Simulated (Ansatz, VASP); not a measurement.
**Two plane-wave programs on W**

INCAR

```
SYSTEM = W
PREC     = Accurate       ! precision mode
ENCUT    = 520            ! plane-wave cutoff, eV
EDIFF    = 1E-6           ! SCF threshold, eV
ISMEAR   = -1             ! smearing method
SIGMA    = 0.1            ! smearing width, eV
LREAL    = .False.        ! projectors in reciprocal space
LASPH    = .True.         ! aspherical terms in the spheres
NELM     = 150            ! most SCF steps
ALGO     = Normal         ! electronic algorithm
ISIF     = 2              ! what is computed and relaxed
LWAVE    = .False.        ! write WAVECAR
LCHARG   = .False.        ! write CHGCAR
MAGMOM   = 0 0 0          ! initial moments
LORBIT   = 11             ! projections on sites
LSORBIT  = .True.         ! spin-orbit coupling
GGA_COMPAT= .False.      
LORBMOM  = .True.       
LMAXMIX  = 4              ! l up to which the mixer works
LDIPOL   = .True.       
IDIPOL   = 3            
DIPOL    = 0.5 0.5 0.500
GGA      = PE             ! functional
NBANDS   = 25             ! bands
```

The input KPOINTS:

```
regular mesh
0
Gamma
  13 13 1
  0 0 0
```

File POSCAR:

```
W
1.0
    2.7570193921      0.0000000000      0.0000000000
   -0.9190064640      2.5993428107      0.0000000000
    0.0000000000      0.0000000000     16.0000000000
W
1
Direct
    0.0000000000      0.0000000000      0.5000000000
```

Input for Ansatz:

```yaml
crystal:
  lattice:
    - [2.7570193921, 0.0, 0.0]
    - [-0.919006464, 2.5993428107, 0.0]
    - [0.0, 0.0, 16.0]
  atoms:
    - { symbol: W, position: [0.0, 0.0, 0.5] }
kpoints:
  mp_grid: { grid: [13, 13, 1] }
scf:
  occupations: { method: fermi_dirac, width: 0.1 }
hamiltonian:
  xc: pbe
  pseudopotentials: { kind: paw_fr }
output:
  forces: true
  stress: true
  eigenvalues: true
efield:
  axis: 3
  amplitude: 0
  dipole_correction: true
magnetization:
  noncollinear: true
  spin_orbit: true
```

Alike in both runs: task single point; functional PBE; k mesh 13 × 13 × 1; occupations fermi-dirac, width 0.1 eV; non-collinear spin, spin-orbit coupling.

|  | VASP | Ansatz |
| --- | --- | --- |
| version | VASP 6.6.1 | Ansatz 0.2.0 |
| potentials or method | VASP PAW PBE potentials, release 64 (W_sv) | PAW with Ansatz's default frozen-core files, fully relativistic files with spin-orbit coupling |
| plane-wave cutoff (eV) | 520 | 420 |
| valence electrons in the cell | 14 | 14 |

|  | VASP | Ansatz | Ansatz less VASP |
| --- | --- | --- | --- |
| net moment per atom (μB) | 0.00 | 0.00 | 0.000 |
